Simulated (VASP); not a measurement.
# Si (a cell with a defect) in VASP: further runs

Runs on Si (a cell with a defect). Level: PBEsol. Tasks: single point, relaxation of the atoms.

Everything below comes from runs of VASP 6.6.1. Logs are shortened: lines on timing, memory, paths and dates and some standing lists are left out, and cuts for length are marked.

**1. The cell of the first run**

The cell holds a defect, 15 atoms: a = 7.685 Å, b = 7.685 Å, c = 7.685 Å, α = 60.00°, β = 60.00°, γ = 60.00°.

**2. Single point, PBEsol**

INCAR reads:

```
PREC = Accurate ; ENCUT = 520
EDIFF = 1E-6 ; ISMEAR = 0
SIGMA = 0.02 ; LREAL = Auto
LASPH = T ; NELM = 60
ALGO = Normal ; ISIF = 2
LWAVE = F ; LCHARG = F
GGA = PS ; NELECT = 62.0
NBANDS = 43
```

KPOINTS reads:

```
regular mesh
0
Gamma
  3 3 3
```

POSCAR reads:

```
Si
1.0
    0.0000000000      5.4338342048     -5.4338342048
    5.4338342048      5.4338342048      0.0000000000
    5.4338342048      0.0000000000     -5.4338342048
Si
15
Direct
    0.1392600349      0.0822198954      0.1392600349
    0.1392600349      0.6392600349      0.1392600349
    0.6235405947      0.1235405947      0.1293782158
    0.5822198954      0.6392600349      0.1392600349
    0.1293782158      0.1235405947      0.6235405947
    0.1392600349      0.6392600349      0.5822198954
    0.6235405947      0.1235405947      0.6235405947
    0.6235405947      0.6293782158      0.6235405947
    0.2434375516      0.2565624484      0.2434375516
    0.7565624484      0.7434375516      0.2434375516
    0.7565624484      0.2565624484      0.2434375516
    0.2434375516      0.7434375516      0.7565624484
    0.2434375516      0.2565624484      0.7565624484
    0.7565624484      0.7434375516      0.7565624484
    0.7500000000      0.2500000000      0.7500000000
```

Potentials or basis: VASP PAW PBE potentials, release 64 (Si).

Run with:

```console
> cat potpaw_PBE.64/Si/POTCAR > POTCAR
> mpirun -np 1 vasp_std > vasp.out
```

OUTCAR:

```text
PREC = Accurate
   ENCUT = 520
   EDIFF = 1E-6
   ISMEAR = 0
   LREAL = Auto
   LASPH = T
   NELM = 60
   ISIF = 2
   GGA = PS
   NELECT = 62.0

 ion  position               nearest neighbor table
   1  0.139  0.082  0.139-   9 2.42  11 2.42  13 2.42
   2  0.139  0.639  0.139-   9 2.42  10 2.42  12 2.42
   3  0.624  0.124  0.129-  15 2.38  10 2.39   9 2.39  11 2.39
   4  0.582  0.639  0.139-  10 2.42  11 2.42  14 2.42
   5  0.129  0.124  0.624-  15 2.38  12 2.39   9 2.39  13 2.39
   6  0.139  0.639  0.582-  12 2.42  13 2.42  14 2.42
   7  0.624  0.124  0.624-  15 2.38  13 2.39  14 2.39  11 2.39
   8  0.624  0.629  0.624-  15 2.38  12 2.39  10 2.39  14 2.39
   9  0.243  0.257  0.243-   3 2.39   5 2.39   1 2.42   2 2.42
  10  0.757  0.743  0.243-   3 2.39   8 2.39   4 2.42   2 2.42
  11  0.757  0.257  0.243-   7 2.39   3 2.39   4 2.42   1 2.42
  12  0.243  0.743  0.757-   5 2.39   8 2.39   6 2.42   2 2.42
  13  0.243  0.257  0.757-   7 2.39   5 2.39   6 2.42   1 2.42
  14  0.757  0.743  0.757-   7 2.39   8 2.39   4 2.42   6 2.42
  15  0.750  0.250  0.750-   8 2.38   5 2.38   3 2.38   7 2.38

  LATTYP: Found a face centered cubic cell.
 ALAT       =    10.8676684096

  Lattice vectors:

 A1 = (   0.0000000000,   5.4338342048,  -5.4338342048)
 A2 = (   5.4338342048,   5.4338342048,   0.0000000000)
 A3 = (   5.4338342048,   0.0000000000,  -5.4338342048)

Analysis of symmetry for initial positions (statically):
=====================================================================
 Subroutine PRICEL returns:
 Original cell was already a primitive cell.

 Routine SETGRP: Setting up the symmetry group for a
 face centered cubic supercell.

 Subroutine GETGRP returns: Found 24 space group operations
 (whereof  4 operations were pure point group operations)
 out of a pool of 48 trial point group operations.

The static configuration has the point symmetry C_2v.
 The point group associated with its full space group is T_d .

Analysis of symmetry for dynamics (positions and initial velocities):
=====================================================================
 Subroutine PRICEL returns:
 Original cell was already a primitive cell.

 Routine SETGRP: Setting up the symmetry group for a
 face centered cubic supercell.

 Subroutine GETGRP returns: Found 24 space group operations
 (whereof  4 operations were pure point group operations)
 out of a pool of 48 trial point group operations.

The dynamic configuration has the point symmetry C_2v.
[... 121 lines left out ...]
   EFERMI_NEDOS =   21; number of points for ismear=-14 and -15
   IALGO  =     38    algorithm
   IMIX   =      4    mixing-type and parameters
     AMIX     =   0.40;   BMIX     =  1.00
     AMIX_MAG =   1.60;   BMIX_MAG =  1.00
  volume/ion in A,a.u.               =      21.39       144.36
  Fermi-wavevector in a.u.,A,eV,Ry     =   0.946431  1.788495 12.187172  0.895732
  Thomas-Fermi vector in A             =   2.074428
   LORBIT       =      0    0 simple, 1 ext, 2 COOP (PROOUT), +10 PAW based schemes
   GGA     = PS    functional components
   LHFCALC =     F    Hartree Fock is set to
   AEXX    =    0.0000 exact exchange contribution
   IVDW    =     0    specifies the selected vdW correction
   LEPSILON=     F    determine dielectric tensor
   LRPA    =     F    only Hartree local field effects (RPA)
 non-spin polarized calculation
 Gauss-broadening in eV      SIGMA  =   0.02
  energy-cutoff  :      520.00
  volume of cell :      320.88
 maximum number of plane-waves:      8657
 NGX is ok and might be reduce to    60
   NGX = 29   NGY = 29   NGZ = 29

 number of electron      62.0000000 magnetization

 Free energy of the ion-electron system (eV)
  ---------------------------------------------------
  ext. energy  EPLUGINS =         0.00000000
  ---------------------------------------------------
  free energy    TOTEN  =       -72.10701794 eV

  energy without entropy =      -72.10367201  energy(sigma->0) =      -72.10534497

 E-fermi :   5.8056     XC(G=0):  -9.4818

 val. band max:        5.7080139608   @ k =   0.0000   0.0000   0.0000
 cond. band min:       5.8203267976   @ k =  -0.3333   0.3333   0.0000
 fundamental gap:      0.1123128368
 Fermi energy:         5.8055746659

 k-point     1 :       0.0000    0.0000    0.0000
  band No.  band energies     occupation
      1      -6.5356      2.00000
      2      -4.2701      2.00000
      3      -4.2701      2.00000
      4      -4.2701      2.00000
      5      -3.7644      2.00000
      6      -2.5119      2.00000
[... 173 lines left out ...]
     42       8.8614      0.00000
     43       8.9665      0.00000

------------------------ aborting loop because EDIFF is reached ----------------------------------------

  FORCE on cell =-STRESS in cart. coord.  units (eV):
  Direction    XX          YY          ZZ          XY          YZ          ZX
  --------------------------------------------------------------------------------------
  -------------------------------------------------------------------------------------
  Total        8.8706442      8.8706442      8.8706442      0.0000000      0.0000000     -0.0000000
  in kB       44.2911131     44.2911131     44.2911131      0.0000000      0.0000000     -0.0000000
  external PRESSURE =      44.2911131 kB  Pullay stress =       0.0000000 kB

 VOLUME and BASIS-vectors are now :
 -----------------------------------------------------------------------------
  energy-cutoff  :      520.00
  volume of cell :      320.88
      direct lattice vectors                 reciprocal lattice vectors
     0.000000000  5.433834205 -5.433834205    -0.092016057  0.092016057 -0.092016057
     5.433834205  5.433834205  0.000000000     0.092016057  0.092016057  0.092016057
     5.433834205  0.000000000 -5.433834205     0.092016057 -0.092016057 -0.092016057

 POSITION                                       TOTAL-FORCE (eV/Angst)
 -----------------------------------------------------------------------------------
      1.20349      1.20349     -1.51343        -0.006766     -0.006766     -0.006766
      4.23035      4.23035     -1.51343         0.006766      0.006766     -0.006766
      1.37432      4.05952     -4.09124         0.002324     -0.002324     -0.002324
      4.23035      6.63732     -3.92040         0.006766     -0.006766      0.006766
      4.05952      1.37432     -4.09124        -0.002324      0.002324     -0.002324
      6.63732      4.23035     -3.92040        -0.006766      0.006766      0.006766
      4.05952      4.05952     -6.77643        -0.002324     -0.002324      0.002324
      6.80815      6.80815     -6.77643         0.002324      0.002324      0.002324
      2.71692      2.71692     -2.64560         0.000000      0.000000      0.004536
      5.36252      8.15075     -5.43383        -0.004536      0.000000     -0.000000
      2.71692      5.50515     -5.43383         0.000000      0.004536     -0.000000
      8.15075      5.36252     -5.43383         0.000000     -0.004536     -0.000000
      5.50515      2.71692     -5.43383         0.004536      0.000000     -0.000000
      8.15075      8.15075     -8.22207         0.000000      0.000000     -0.004536
      5.43383      5.43383     -8.15075         0.000000      0.000000     -0.000000
 -----------------------------------------------------------------------------------
    total drift:                               -0.000000     -0.000000      0.000000

  FREE ENERGIE OF THE ION-ELECTRON SYSTEM (eV)
  ---------------------------------------------------
  free  energy   TOTEN  =       -72.1070179379 eV

  energy  without entropy=      -72.1036720098  energy(sigma->0) =      -72.10534497
```

OSZICAR:

```text
N       E                     dE             d eps       ncg     rms          rms(c)
DAV:   1     0.158681375124E+03    0.15868E+03   -0.23274E+04   344   0.118E+03
DAV:   2    -0.601075375715E+02   -0.21879E+03   -0.20818E+03   415   0.171E+02
DAV:   3    -0.734045493314E+02   -0.13297E+02   -0.12878E+02   448   0.379E+01
DAV:   4    -0.737115422930E+02   -0.30699E+00   -0.30512E+00   440   0.681E+00
DAV:   5    -0.737166505106E+02   -0.51082E-02   -0.51061E-02   429   0.921E-01    0.123E+01
DAV:   6    -0.725077357190E+02    0.12089E+01   -0.10717E+00   400   0.300E+00    0.729E+00
DAV:   7    -0.721075484441E+02    0.40019E+00   -0.10296E+00   424   0.306E+00    0.689E-01
DAV:   8    -0.721060967490E+02    0.14517E-02   -0.10699E-01   402   0.113E+00    0.368E-01
DAV:   9    -0.721067539424E+02   -0.65719E-03   -0.55282E-03   440   0.258E-01    0.216E-01
DAV:  10    -0.721069499779E+02   -0.19604E-03   -0.77186E-04   386   0.913E-02    0.859E-02
DAV:  11    -0.721070160609E+02   -0.66083E-04   -0.29480E-04   440   0.646E-02    0.227E-02
DAV:  12    -0.721070170821E+02   -0.10211E-05   -0.48297E-05   416   0.231E-02    0.203E-02
DAV:  13    -0.721070180946E+02   -0.10125E-05   -0.45513E-06   429   0.821E-03    0.690E-03
DAV:  14    -0.721070179379E+02    0.15664E-06   -0.63033E-07   223   0.277E-03
   1 F= -.72107018E+02 E0= -.72105345E+02  d E =-.334593E-02
```

stdout:

```text
POSCAR found type information on POSCAR Si
 POSCAR found :  1 types and      15 ions
 scaLAPACK will be used
 -----------------------------------------------------------------------------
|                                                                             |
|                                                                             |
|     You enforced a specific xc type in the INCAR file but a different       |
|     I HOPE YOU KNOW WHAT YOU ARE DOING!                                     |
|                                                                             |
 -----------------------------------------------------------------------------

 LDA part: xc-table for (Slater+PW92), standard interpolation
 POSCAR, INCAR and KPOINTS ok, starting setup
 FFT: planning ... GRIDC
 FFT: planning ... GRID_SOFT
 FFT: planning ... GRID
 WAVECAR not read
 entering main loop
 the old and the new charge density differ
 old charge density:    60.00000 new   62.00000
    0.123E+01
```

Run time: 2.2 min. Hardware: 1 thread of Intel Xeon Platinum 8488C (Sapphire Rapids), shared host; peak memory 0.43 GiB.

Results:

```yaml
Free_energy: -72.1070 eV
Largest_force: 0.012 eV/Å
```

Forces in eV/Å, atoms in the order of the input:
```
Si  -0.007 -0.007 -0.007
Si   0.007  0.007 -0.007
Si   0.002 -0.002 -0.002
Si   0.007 -0.007  0.007
Si  -0.002  0.002 -0.002
Si  -0.007  0.007  0.007
Si  -0.002 -0.002  0.002
Si   0.002  0.002  0.002
Si   0.000  0.000  0.005
Si  -0.005  0.000  0.000
Si   0.000  0.005  0.000
Si   0.000 -0.005  0.000
Si   0.005  0.000  0.000
Si   0.000  0.000 -0.005
Si   0.000  0.000  0.000
```

Levels at points of the mesh, in eV from the Fermi level:
```tsv
k point	band 27	band 28	band 29	band 30	band 31	band 32	band 33	band 34	band 35	band 36
(0.00, 0.00, 0.00)	-0.95	-0.95	-0.95	-0.10	-0.10	0.02	0.02	0.02	0.25	0.82
```

Caveat: the cell carries a net charge on a neutralising background, which shifts energy and pressure; the cell is charged against a uniform background, so pressure and absolute levels hang on convention; the PAW data sets were made with another functional, which shifts forces and pressure a little.

**3. Single point, PBEsol**

INCAR reads:

```
SYSTEM = Si
PREC = Accurate
ENCUT = 520
EDIFF = 1E-6
ISMEAR = 0
SIGMA = 0.02
LREAL = Auto
LASPH = .True.
NELM = 60
ALGO = Normal
ISIF = 2
LWAVE = .False.
LCHARG = .False.
GGA = PS
NELECT = 62.0
NBANDS = 43
```

KPOINTS reads:

```
regular mesh
0
Gamma
  3 3 3
  0 0 0
```

POSCAR reads:

```
Si
1.0
    0.0000000000      5.4338342048     -5.4338342048
    5.4338342048      5.4338342048      0.0000000000
    5.4338342048      0.0000000000     -5.4338342048
Si
15
Direct
    0.1392600458      0.0822198439      0.1392600458
    0.1392600458      0.6392600269      0.1392600458
    0.6235405558      0.1235405746      0.1293782573
    0.5822198250      0.6392600269      0.1392600458
    0.1293782573      0.1235405746      0.6235405558
    0.1392600458      0.6392600269      0.5822198250
    0.6235405558      0.1235405746      0.6235405558
    0.6235405558      0.6293782385      0.6235405558
    0.2434375894      0.2565623918      0.2434375894
    0.7565623729      0.7434375706      0.2434375894
    0.7565624649      0.2565624838      0.2434374974
    0.2434375894      0.7434375706      0.7565623729
    0.2434374974      0.2565624838      0.7565624649
    0.7565624649      0.7434374785      0.7565624649
    0.7499999717      0.2499999906      0.7499999717
```

Potentials or basis: VASP PAW PBE potentials, release 64 (Si).

Run with:

```console
> cat potpaw_PBE.64/Si/POTCAR > POTCAR
> mpirun -np 1 vasp_std > vasp.out
```

Wall time 2 min (1 thread of Intel Xeon Platinum 8488C (Sapphire Rapids), shared host); peak memory 0.43 GiB.

Results (log left out):

- Free energy: -72.1070 eV
- Largest force: 0.012 eV/Å

Forces on the atoms (eV/Å):
```
Si  -0.007 -0.007 -0.007
Si   0.007  0.007 -0.007
Si   0.002 -0.002 -0.002
Si   0.007 -0.007  0.007
Si  -0.002  0.002 -0.002
Si  -0.007  0.007  0.007
Si  -0.002 -0.002  0.002
Si   0.002  0.002  0.002
Si   0.000  0.000  0.005
Si  -0.005  0.000  0.000
Si   0.000  0.005  0.000
Si   0.000 -0.005  0.000
Si   0.005  0.000  0.000
Si   0.000  0.000 -0.005
Si   0.000  0.000  0.000
```

Levels at points of the mesh, in eV from the Fermi level:
| k point | band 29 | band 30 | band 31 | band 32 | band 33 | band 34 |
| --- | --- | --- | --- | --- | --- | --- |
| (0.00, 0.00, 0.00) | -0.95 | -0.10 | -0.10 | 0.02 | 0.02 | 0.02 |

Caveat: the cell carries a net charge on a neutralising background, which shifts energy and pressure; the cell is charged against a uniform background, so pressure and absolute levels hang on convention; the PAW data sets were made with another functional, which shifts forces and pressure a little.

**4. Single point, PBEsol**

INCAR reads:

```
PREC = Accurate
ENCUT = 520
EDIFF = 1E-7
ISMEAR = 0
SIGMA = 0.02
LREAL = Auto
LASPH = True
NELM = 100
ALGO = Normal
ISIF = 2
LWAVE = False
LCHARG = False
GGA = PS
NELECT = 62.0
NBANDS = 43
```

KPOINTS reads:

```
Automatic mesh
0
Gamma
  3 3 3
```

POSCAR reads:

```
Si
1.0
    0.0000000000      5.4338342048     -5.4338342048
    5.4338342048      5.4338342048      0.0000000000
    5.4338342048      0.0000000000     -5.4338342048
Si
15
Direct
    0.2357399861     -0.2072197932      0.2357399861
    0.1315624425      0.6184376213      0.1315624425
    0.6184376213      0.1315624425      0.1315624425
    0.6184375293      0.6184375293      0.1315625345
    0.1315624425      0.1315624425      0.6184376213
    0.1315625345      0.6184375293      0.6184375293
    0.6184375293      0.1315625345      0.6184375293
    0.6250000225      0.6250000225      0.6250000225
    0.2357399861      0.2357399861      0.2357399861
    0.7514594384      0.7514594384      0.2456217746
    0.7927801691      0.2357399861      0.2357399861
    0.2456217746      0.7514594384      0.7514594384
    0.2357399861      0.2357399861      0.7927801691
    0.7514594384      0.7514594384      0.7514594384
    0.7514594384      0.2456217746      0.7514594384
```

Run with:

```console
> cat potpaw_PBE.64/Si/POTCAR > POTCAR
> mpirun -np 1 vasp_std > vasp.out
```

Run time: 1.8 min. Hardware: 1 thread of Intel Xeon Platinum 8488C (Sapphire Rapids), shared host; peak memory 0.43 GiB.

Results (log left out):

- Free energy: -72.1069 eV
- Largest force: 0.011 eV/Å

Forces on the atoms (eV/Å):
```
Si   0.006  0.006  0.006
Si   0.000  0.000 -0.006
Si   0.006  0.000  0.000
Si   0.000 -0.006  0.000
Si   0.000  0.006  0.000
Si  -0.006  0.000  0.000
Si   0.000  0.000  0.006
Si   0.000  0.000  0.000
Si  -0.006 -0.006  0.006
Si  -0.002  0.002  0.002
Si  -0.006  0.006 -0.006
Si   0.002 -0.002  0.002
Si   0.006 -0.006 -0.006
Si   0.002  0.002 -0.002
Si  -0.002 -0.002 -0.002
```

Levels at points of the mesh, in eV from the Fermi level:
```
           k point  band 27  band 28  band 29  band 30  band 31  band 32  band 33  band 34  band 35  band 36
(0.00, 0.00, 0.00)    -0.95    -0.95    -0.95    -0.10    -0.10     0.02     0.02     0.02     0.25     0.82
```

Caveat: the cell carries a net charge on a neutralising background, which shifts energy and pressure; the cell is charged against a uniform background, so pressure and absolute levels hang on convention; the PAW data sets were made with another functional, which shifts forces and pressure a little.

**5. Relaxation of the atoms, PBEsol**

INCAR reads:

```
SYSTEM = Si
PREC = Accurate
ENCUT = 520
EDIFF = 1E-6
ISMEAR = 0
SIGMA = 0.02
LREAL = Auto
LASPH = .TRUE.
NELM = 100
ALGO = Normal
ISIF = 2
LWAVE = .FALSE.
LCHARG = .FALSE.
GGA = PS
IBRION = 2
NSW = 80
EDIFFG = -0.02
NELECT = 62.0
```

KPOINTS reads:

```
regular mesh
0
G
  3 3 3
  0 0 0
```

POSCAR reads:

```
Si
1.0
    0.0000000000      5.4338342048     -5.4338342048
    5.4338342048      5.4338342048      0.0000000000
    5.4338342048      0.0000000000     -5.4338342048
Si
15
Direct
    0.1250000000      0.1250000000      0.1250000000
    0.1250000000      0.6250000000      0.1250000000
    0.6250000000      0.1250000000      0.1250000000
    0.6250000000      0.6250000000      0.1250000000
    0.1250000000      0.1250000000      0.6250000000
    0.1250000000      0.6250000000      0.6250000000
    0.6250000000      0.1250000000      0.6250000000
    0.6250000000      0.6250000000      0.6250000000
    0.2500000000      0.2500000000      0.2500000000
    0.7500000000      0.7500000000      0.2500000000
    0.7500000000      0.2500000000      0.2500000000
    0.2500000000      0.7500000000      0.7500000000
    0.2500000000      0.2500000000      0.7500000000
    0.7500000000      0.7500000000      0.7500000000
    0.7500000000      0.2500000000      0.7500000000
```

Run with:

```console
> cat potpaw_PBE.64/Si/POTCAR > POTCAR
> mpirun -np 1 vasp_std > vasp.out
```

It took 7.9 min on 1 thread of Intel Xeon Platinum 8488C (Sapphire Rapids), shared host; peak memory 0.5 GiB.

The run converged. Its results:

| Item | Value |
| --- | --- |
| Free energy | -72.1071 eV |
| Energy gained by relaxing | 36.0 meV/atom |
| Ionic steps | 9 |
| Largest force after relaxing | 0.009 eV/Å |

Forces on the atoms (eV/Å):
```
Si   0.002  0.002  0.002
Si  -0.002 -0.002  0.002
Si   0.001 -0.001 -0.001
Si  -0.002  0.002 -0.002
Si  -0.001  0.001 -0.001
Si   0.002 -0.002 -0.002
Si  -0.001 -0.001  0.001
Si   0.001  0.001  0.001
Si   0.000  0.000  0.009
Si  -0.009  0.000  0.000
Si   0.000  0.009  0.000
Si   0.000 -0.009  0.000
Si   0.009  0.000  0.000
Si   0.000  0.000 -0.009
Si   0.000  0.000  0.000
```

Step by step:
```csv
step,energy change (eV),largest force (eV/Å),pressure (GPa)
1,0.0000,0.7860,7.21
2,-0.1286,0.6560,6.82
3,-0.3757,0.5530,5.95
4,-0.4213,0.5034,3.53
5,-0.5044,0.2985,4.70
6,-0.5379,0.1000,4.39
7,-0.5387,0.0445,4.42
8,-0.5387,0.0521,4.42
9,-0.5393,0.0094,4.40
```

Final structure:
```
CELL_PARAMETERS angstrom
0.00000 5.43383 -5.43383
5.43383 5.43383 0.00000
5.43383 0.00000 -5.43383
ATOMIC_POSITIONS crystal
Si 0.13943 0.08171 0.13943
Si 0.13943 0.63943 0.13943
Si 0.62352 0.12352 0.12943
Si 0.58171 0.63943 0.13943
Si 0.12943 0.12352 0.62352
Si 0.13943 0.63943 0.58171
Si 0.62352 0.12352 0.62352
Si 0.62352 0.62943 0.62352
Si 0.24346 0.25654 0.24346
Si 0.75654 0.74346 0.24346
Si 0.75654 0.25654 0.24346
Si 0.24346 0.74346 0.75654
Si 0.24346 0.25654 0.75654
Si 0.75654 0.74346 0.75654
Si 0.75000 0.25000 0.75000
```

Levels at points of the mesh, in eV from the Fermi level:
| k point | band 29 | band 30 | band 31 | band 32 | band 33 | band 34 |
| --- | --- | --- | --- | --- | --- | --- |
| (0.00, 0.00, 0.00) | -0.95 | -0.10 | -0.10 | 0.02 | 0.02 | 0.02 |

Caveat: the cell carries a net charge on a neutralising background, which shifts energy and pressure; the cell is charged against a uniform background, so pressure and absolute levels hang on convention; the PAW data sets were made with another functional, which shifts forces and pressure a little.
